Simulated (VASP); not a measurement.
# B3C2 (P6_3/m) in VASP: a series of runs

The runs below take B3C2 through single point, relaxation of cell and atoms, with PBE.

All numbers are computed with VASP 6.6.1; they aren't measurements. Logs are shortened: lines on timing, memory, paths and dates and some standing lists are left out, and cuts for length are marked.

### Step 1. The cell of the first run

The structure is hexagonal, space group P6_3/m (No. 176). The conventional cell has a = 3.948 Å, b = 3.948 Å, c = 5.103 Å, α = 90.00°, β = 90.00°, γ = 120.00°. B (site symmetry m) has 3 C at 1.53 to 1.80 Å and 2 B at 2.04 Å within 2.1 Å. C (site symmetry -6) has 3 B at 1.53 Å within 2.0 Å. C (site symmetry -3) has 6 B at 1.80 Å within 2.4 Å.

The cell was built from a structure type or drawn by symmetry, and may not be a known phase.

### Step 2. Single point, PBE

Contents of INCAR:

```
  ALGO = Normal
  EDIFF = 1E-7
  ENCUT = 520
  GGA = PE
  ISIF = 2
  ISMEAR = 0
  LASPH = True
  LCHARG = False
  LREAL = False
  LWAVE = False
  NBANDS = 28
  NELM = 80
  PREC = Accurate
  SIGMA = 0.1
```

Contents of KPOINTS:

```
k-points
0
Gamma
  3 3 6
```

Contents of POSCAR:

```
B3C2
1.0
    3.9475886245      0.0000000000      0.0000000000
   -1.9737943122      3.4187120325      0.0000000000
    0.0000000000      0.0000000000      5.1026353822
B C
6 4
Direct
    0.7123412430      0.6520301309      0.2500000000
    0.6520301309      0.9396888879      0.7500000000
    0.9396888879      0.2876587570      0.2500000000
    0.0603111121      0.7123412430      0.7500000000
    0.2876587570      0.3479698691      0.7500000000
    0.3479698691      0.0603111121      0.2500000000
    0.6666666667      0.3333333333      0.7500000000
    0.3333333333      0.6666666667      0.2500000000
    0.0000000000      0.0000000000      0.5000000000
    0.0000000000      0.0000000000      0.0000000000
```

Potentials or basis: VASP PAW PBE potentials, release 64 (B, C).

Launch:

```
cat potpaw_PBE.64/B/POTCAR potpaw_PBE.64/C/POTCAR > POTCAR
mpirun -np 1 vasp_std > vasp.out
```

OUTCAR:

```text
EDIFF = 1E-7
   ENCUT = 520
   GGA = PE
   ISIF = 2
   ISMEAR = 0
   LASPH = True
   LREAL = False
   NELM = 80
   PREC = Accurate

 ion  position               nearest neighbor table
   1  0.712  0.652  0.250-   8 1.53   9 1.80  10 1.80   3 2.04   6 2.04
   2  0.652  0.940  0.750-   7 1.53   9 1.80  10 1.80   5 2.04   4 2.04
   3  0.940  0.288  0.250-   8 1.53   9 1.80  10 1.80   1 2.04   6 2.04
   4  0.060  0.712  0.750-   7 1.53   9 1.80  10 1.80   5 2.04   2 2.04
   5  0.288  0.348  0.750-   7 1.53   9 1.80  10 1.80   4 2.04   2 2.04
   6  0.348  0.060  0.250-   8 1.53   9 1.80  10 1.80   1 2.04   3 2.04
   7  0.667  0.333  0.750-   2 1.53   4 1.53   5 1.53
   8  0.333  0.667  0.250-   6 1.53   3 1.53   1 1.53
   9  0.000  0.000  0.500-   3 1.80   4 1.80   2 1.80   6 1.80   5 1.80   1 1.80
  10  0.000  0.000  0.000-   3 1.80   4 1.80   2 1.80   6 1.80   5 1.80   1 1.80

  LATTYP: Found a hexagonal cell.
 ALAT       =     3.9475886245
 C/A-ratio  =     1.2925955229

  Lattice vectors:

 A1 = (   3.9475886245,   0.0000000000,   0.0000000000)
 A2 = (  -1.9737943122,   3.4187120325,   0.0000000000)
 A3 = (   0.0000000000,   0.0000000000,   5.1026353822)

Analysis of symmetry for initial positions (statically):
=====================================================================
 Subroutine PRICEL returns:
 Original cell was already a primitive cell.

 Routine SETGRP: Setting up the symmetry group for a
 hexagonal supercell.

 Subroutine GETGRP returns: Found 12 space group operations
 (whereof  6 operations were pure point group operations)
 out of a pool of 24 trial point group operations.

The static configuration has the point symmetry S_6 .
 The point group associated with its full space group is C_6h.

Analysis of symmetry for dynamics (positions and initial velocities):
=====================================================================
 Subroutine PRICEL returns:
 Original cell was already a primitive cell.

 Routine SETGRP: Setting up the symmetry group for a
 hexagonal supercell.

 Subroutine GETGRP returns: Found 12 space group operations
 (whereof  6 operations were pure point group operations)
 out of a pool of 24 trial point group operations.

The dynamic configuration has the point symmetry S_6 .
 The point group associated with its full space group is C_6h.

 Subroutine INISYM returns: Found 12 space group operations
 (whereof  6 operations are pure point group operations),
 and found     1 'primitive' translations

----------------------------------------------------------------------------------------

                                     Primitive cell

  volume of cell :      68.8635

  direct lattice vectors                    reciprocal lattice vectors
     3.947588624  0.000000000  0.000000000     0.253319202  0.146253909  0.000000000
    -1.973794312  3.418712033  0.000000000     0.000000000  0.292507819  0.000000000
     0.000000000  0.000000000  5.102635382     0.000000000  0.000000000  0.195977162

  length of vectors
     3.947588624  3.947588624  5.102635382     0.292507819  0.292507819  0.195977162

  position of ions in fractional coordinates (direct lattice)
     0.712341243  0.652030131  0.250000000
     0.652030131  0.939688888  0.750000000
     0.939688888  0.287658757  0.250000000
     0.060311112  0.712341243  0.750000000
     0.287658757  0.347969869  0.750000000
     0.347969869  0.060311112  0.250000000
     0.666666667  0.333333333  0.750000000
     0.333333333  0.666666667  0.250000000
     0.000000000  0.000000000  0.500000000
     0.000000000  0.000000000  0.000000000

  ion indices of the primitive-cell ions
   primitive index   ion index
                 1           1
                 2           2
                 3           3
                 4           4
                 5           5
                 6           6
                 7           7
                 8           8
                 9           9
                10          10

----------------------------------------------------------------------------------------

 KPOINTS: k-points

Automatic generation of k-mesh.
 Grid dimensions read from file:
 generate k-points for:    3    3    6

 Generating k-lattice:

  Cartesian coordinates                     Fractional coordinates (reciprocal lattice)
     0.084439734  0.048751303  0.000000000     0.333333333  0.000000000  0.000000000
     0.000000000  0.097502606  0.000000000     0.000000000  0.333333333  0.000000000
     0.000000000  0.000000000  0.032662860     0.000000000  0.000000000  0.166666667

  Length of vectors
     0.097502606  0.097502606  0.032662860

  Shift w.r.t. Gamma in fractional coordinates (k-lattice)
     0.000000000  0.000000000  0.000000000

 Subroutine IBZKPT returns following result:
 ===========================================

 Found     12 irreducible k-points:

 Following reciprocal coordinates:
            Coordinates               Weight
  0.000000  0.000000  0.000000      1.000000
  0.333333  0.000000  0.000000      6.000000
  0.333333  0.333333  0.000000      2.000000
  0.000000  0.000000  0.166667      2.000000
  0.333333  0.000000  0.166667     12.000000
  0.333333  0.333333  0.166667      4.000000
  0.000000  0.000000  0.333333      2.000000
  0.333333  0.000000  0.333333     12.000000
  0.333333  0.333333  0.333333      4.000000
  0.000000  0.000000  0.500000      1.000000
  0.333333  0.000000  0.500000      6.000000
  0.333333  0.333333  0.500000      2.000000
   k-points           NKPTS =     12   k-points in BZ     NKDIM =     12   number of bands    NBANDS=     28
   number of dos      NEDOS =    301   number of ions     NIONS =     10
   total plane-waves  NPLWV =  36000
   dimension x,y,z NGX =    30 NGY =   30 NGZ =   40
   dimension x,y,z NGXF=    60 NGYF=   60 NGZF=   80
   ions per type =               6   4
   NGX,Y,Z   is equivalent  to a cutoff of  12.63, 12.63, 13.03 a.u.
   NGXF,Y,Z  is equivalent  to a cutoff of  25.27, 25.27, 26.06 a.u.
 SYSTEM =  unknown system
   PREC   = accura    normal or accurate (medium, high low for compatibility)
   ISTART =      0    job   : 0-new  1-cont  2-samecut
   ICHARG =      2    charge: 1-file 2-atom 10-const
   ISPIN  =      1    spin polarized calculation?
   LNONCOLLINEAR =      F non collinear calculations
   LSORBIT =      F    spin-orbit coupling
   LASPH  =      T    aspherical Exc in radial PAW
   ENCUT  =  520.0 eV  38.22 Ry    6.18 a.u.   7.34  7.34  9.49*2*pi/ulx,y,z
   NELM   =     80;   NELMIN=  2; NELMDL= -5     # of ELM steps
   EDIFF  = 0.1E-06   stopping-criterion for ELM
   LREAL  =      F    real-space projection
   EDIFFG = 0.1E-05   stopping-criterion for IOM
   NSW    =      0    number of steps for IOM
   IBRION =     -1    ionic relax: 0-MD 1-quasi-New 2-CG
   NFREE  =      0    steps in history (QN), initial steepest desc. (CG)
   ISIF   =      2    stress and relaxation
   ISYM   =      2    0-nonsym 1-usesym 2-fastsym
   POTIM  = 0.5000    time-step for ionic-motion
   TEBEG  =    0.0;   TEEND  =   0.0 temperature during run
   PSTRESS=    0.0 pullay stress
   NELECT =      34.0000    total number of electrons
   NUPDOWN=      -1.0000    fix difference up-down
   EMIN   =  10.00;   EMAX   =-10.00  energy-range for DOS
   EFERMI =   0.00;   METHOD = LEGACY
   ISMEAR =     0;   SIGMA  =   0.10  broadening in eV -4-tet -1-fermi 0-gaus
   EFERMI_NEDOS =   21; number of points for ismear=-14 and -15
   IALGO  =     38    algorithm
   IMIX   =      4    mixing-type and parameters
     AMIX     =   0.40;   BMIX     =  1.00
     AMIX_MAG =   1.60;   BMIX_MAG =  1.00
  volume/ion in A,a.u.               =       6.89        46.47
  Fermi-wavevector in a.u.,A,eV,Ry     =   1.293912  2.445140 22.778995  1.674209
  Thomas-Fermi vector in A             =   2.425528
   LORBIT       =      0    0 simple, 1 ext, 2 COOP (PROOUT), +10 PAW based schemes
   GGA     = PE    functional components
   LHFCALC =     F    Hartree Fock is set to
   AEXX    =    0.0000 exact exchange contribution
   IVDW    =     0    specifies the selected vdW correction
   LEPSILON=     F    determine dielectric tensor
   LRPA    =     F    only Hartree local field effects (RPA)
 non-spin polarized calculation
 Gauss-broadening in eV      SIGMA  =   0.10
  energy-cutoff  :      520.00
  volume of cell :       68.86
 maximum number of plane-waves:      1890
 NGX is ok and might be reduce to    30
   NGX = 15   NGY = 15   NGZ = 19

 number of electron      34.0000004 magnetization

 Free energy of the ion-electron system (eV)
  ---------------------------------------------------
  ext. energy  EPLUGINS =         0.00000000
  ---------------------------------------------------
  free energy    TOTEN  =       -66.13487796 eV

  energy without entropy =      -66.12953503  energy(sigma->0) =      -66.13220649

 E-fermi :   7.7433     XC(G=0): -12.1918

 val. band max:        7.4590035390   @ k =   0.3333   0.0000   0.5000
 cond. band min:       7.8318270668   @ k =   0.3333   0.3333   0.0000
 fundamental gap:      0.3728235277
 Fermi energy:         7.7433453098

 k-point     1 :       0.0000    0.0000    0.0000
  band No.  band energies     occupation
      1     -10.6136      2.00000
      2      -6.9909      2.00000
      3      -5.2650      2.00000
      4      -3.0973      2.00000
      5      -0.9095      2.00000
      6      -0.7280      2.00000
[... 20 lines left out ...]
     27      16.5209      0.00000
     28      17.3518      0.00000

 k-point     2 :       0.3333    0.0000    0.0000
  band No.  band energies     occupation
      1      -9.6770      2.00000
      2      -6.5535      2.00000
      3      -5.7065      2.00000
      4      -4.5120      2.00000
      5      -3.7535      2.00000
      6      -2.0208      2.00000
[... 302 lines left out ...]
 k-point    12 :       0.3333    0.3333    0.5000
  band No.  band energies     occupation
      1      -7.5695      2.00000
      2      -7.5695      2.00000
      3      -6.4360      2.00000
      4      -6.4360      2.00000
      5      -3.6960      2.00000
      6      -3.6960      2.00000
[... 20 lines left out ...]
     27      16.4101      0.00000
     28      16.4101      0.00000

------------------------ aborting loop because EDIFF is reached ----------------------------------------

  FORCE on cell =-STRESS in cart. coord.  units (eV):
  Direction    XX          YY          ZZ          XY          YZ          ZX
  --------------------------------------------------------------------------------------
  -------------------------------------------------------------------------------------
  Total        0.1016547      0.1016547      0.0043626     -0.0000004      0.0000000      0.0000000
  in kB        2.3650982      2.3650982      0.1015002     -0.0000094      0.0000000      0.0000000
  external PRESSURE =       1.6105655 kB  Pullay stress =       0.0000000 kB

 VOLUME and BASIS-vectors are now :
 -----------------------------------------------------------------------------
  energy-cutoff  :      520.00
  volume of cell :       68.86
      direct lattice vectors                 reciprocal lattice vectors
     3.947588624  0.000000000  0.000000000     0.253319202  0.146253909  0.000000000
    -1.973794312  3.418712033  0.000000000     0.000000000  0.292507819  0.000000000
     0.000000000  0.000000000  5.102635382     0.000000000  0.000000000  0.195977162

 POSITION                                       TOTAL-FORCE (eV/Angst)
 -----------------------------------------------------------------------------------
      1.52506      2.22910      1.27566         0.027200      0.002562      0.000000
      0.71919      3.21253      3.82698         0.015819     -0.022275      0.000000
      3.14173      0.98342      1.27566        -0.011381     -0.024837     -0.000000
     -1.16793      2.43529      3.82698         0.011381      0.024837      0.000000
      0.44874      1.18961      3.82698        -0.027200     -0.002562      0.000000
      1.25460      0.20619      1.27566        -0.015819      0.022275      0.000000
      1.97379      1.13957      3.82698         0.000000     -0.000000      0.000000
     -0.00000      2.27914      1.27566         0.000000     -0.000000     -0.000000
      0.00000      0.00000      2.55132        -0.000000     -0.000000      0.000000
      0.00000      0.00000      0.00000         0.000000     -0.000000      0.000000
 -----------------------------------------------------------------------------------
    total drift:                                0.000000      0.000000     -0.000000

  FREE ENERGIE OF THE ION-ELECTRON SYSTEM (eV)
  ---------------------------------------------------
  free  energy   TOTEN  =       -66.1348779570 eV

  energy  without entropy=      -66.1295350264  energy(sigma->0) =      -66.13220649
```

It took 12 s on 1 thread of Intel Xeon 6975P-C (Granite Rapids), shared host; peak memory 0.17 GiB.

What came out:

```yaml
Free_energy: -66.1349 eV
Pressure: 0.2 GPa
Largest_force: 0.027 eV/Å
Band_gap_on_the_k_mesh: zero (bands 17 and 18 overlap by 1.62 eV)
```

Forces in eV/Å, atoms in the order of the input:
```
B    0.027  0.003  0.000
B    0.016 -0.022  0.000
B   -0.011 -0.025  0.000
B    0.011  0.025  0.000
B   -0.027 -0.003  0.000
B   -0.016  0.022  0.000
C    0.000  0.000  0.000
C    0.000  0.000  0.000
C    0.000  0.000  0.000
C    0.000  0.000  0.000
```

Caveat: the k points lie up to 0.61 Å⁻¹ apart, too coarse for converged energies and pressures of a metal.

### Step 3. Single point, PBE

This run uses another cell than the first one, of 11.04 Å³/atom.

Contents of INCAR:

```
ALGO = Normal
EDIFF = 1E-6
ENCUT = 520
GGA = PE
ISIF = 2
ISMEAR = 0
LASPH = T
LCHARG = F
LREAL = F
LWAVE = F
NBANDS = 28
NELM = 60
PREC = Accurate
SIGMA = 0.1
```

KPOINTS is that of step 2.

Contents of POSCAR:

```
B3C2
1.0
    5.9106623200      0.0000000000      0.0000000000
   -2.9553311600      5.1187837200      0.0000000000
    0.0000000000      0.0000000000      3.6483294700
B C
6 4
Direct
    0.6949472400      0.6158427000      0.2500000000
    0.6158427000      0.9208954600      0.7500000000
    0.9208954600      0.3050527600      0.2500000000
    0.0791045400      0.6949472400      0.7500000000
    0.3050527600      0.3841573000      0.7500000000
    0.3841573000      0.0791045400      0.2500000000
    0.6666666700      0.3333333300      0.7500000000
    0.3333333300      0.6666666700      0.2500000000
    0.0000000000      0.0000000000      0.5000000000
    0.0000000000      0.0000000000      0.0000000000
```

Potentials or basis: VASP PAW PBE potentials, release 64 (B, C).

Launch:

```
cat potpaw_PBE.64/B/POTCAR potpaw_PBE.64/C/POTCAR > POTCAR
mpirun -np 1 vasp_std > vasp.out
```

Run time: 18 s. Hardware: 1 thread of Intel Xeon 6975P-C (Granite Rapids), shared host; peak memory 0.23 GiB.

It converged, with:

* Free energy: -44.7638 eV
* Pressure: -38.2 GPa
* Largest force: 0.715 eV/Å
* Band gap on the k mesh: zero (bands 17 and 18 overlap by 1.38 eV)

Forces in eV/Å, atoms in the order of the input:
```
B   -0.305  0.647  0.000
B    0.408  0.587  0.000
B    0.713 -0.060  0.000
B   -0.713  0.060  0.000
B    0.305 -0.647  0.000
B   -0.408 -0.587  0.000
C    0.000  0.000  0.000
C    0.000  0.000  0.000
C    0.000  0.000  0.000
C    0.000  0.000  0.000
```

Stress tensor (GPa, compression positive):
```
-38.85   0.00   0.00
  0.00 -38.85   0.00
  0.00   0.00 -36.97
```

Levels at points of the mesh, in eV from the Fermi level:
```csv
k point,band 14,band 15,band 16,band 17,band 18,band 19,band 20,band 21
"(0.00, 0.00, 0.00)",-1.56,-0.79,-0.08,-0.08,0.87,0.87,1.32,1.32
"(0.00, 0.00, 0.50)",-4.50,0.84,0.84,0.86,0.86,0.86,0.86,3.29
```

Caveat: the k points lie up to 0.41 Å⁻¹ apart, too coarse for converged energies and pressures of a metal.

(Part 1 of 3 ends here.)
